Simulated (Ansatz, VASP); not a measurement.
## One calculation of InP, two programs

```xyz
2
Lattice="0.0000 2.9499 2.9499 2.9499 0.0000 2.9499 2.9499 2.9499 0.0000" Properties=species:S:1:pos:R:3 pbc="T T T"
In    0.0000    0.0000    0.0000
P     4.4249    4.4249    4.4249
```

Alike in both runs: task single point; functional LDA; k mesh 8 × 8 × 8; occupations fermi-dirac, width 0.05 eV; no spin polarisation.

|  | VASP | Ansatz |
| --- | --- | --- |
| version | VASP 6.6.1 | Ansatz 0.2.0 |
| potentials or method | VASP PAW LDA potentials, release 64 (In_d, P) | Ansatz PAW |
| plane-wave cutoff (eV) | 520 | 420 |
| valence electrons in the cell | 18 | 18 |

|  | VASP | Ansatz | Ansatz less VASP |
| --- | --- | --- | --- |
| gap on the k mesh at the Fermi level (eV) | 0.40 | 0.37 | -0.029 |
| least direct gap on the mesh (eV) | 0.40 | 0.37 | -0.029 |
| pressure (GPa) | -2.4 | -2.4 | -0.01 |

LDA's correlation is that of Perdew and Zunger in VASP and of Perdew and Wang (1992) in Ansatz.
